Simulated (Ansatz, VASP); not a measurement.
**Two plane-wave programs on SnTe**

```
CELL_PARAMETERS angstrom
0.00000 3.09744 3.09744
3.09744 0.00000 3.09744
3.09744 3.09744 0.00000
ATOMIC_POSITIONS crystal
Sn 0.00000 0.00000 0.00000
Te 0.50000 0.50000 0.50000
```

Alike in both runs: task single point; functional LDA; k mesh 6 × 6 × 6; no spin polarisation.

|  | VASP | Ansatz |
| --- | --- | --- |
| version | VASP 6.6.1 | Ansatz 0.2.0 |
| potentials or method | VASP PAW LDA potentials, release 64 (Sn_d, Te), cutoff 500 eV | plane waves, PAW |
| occupations | gaussian, width 0.01 eV | fixed |
| valence electrons in the cell | 20 | 30 |

Ansatz gave:

```
pressure (GPa) : 1.0
```

What did VASP give for the same quantities?

Pressure (GPa): 1.1.

LDA's correlation is that of Perdew and Zunger in VASP and of Perdew and Wang (1992) in Ansatz. VASP's potentials hold 20 valence electrons a cell and Ansatz's 30, so a difference there can come from the potentials and not from the codes.

Neither program's run includes spin-orbit coupling.
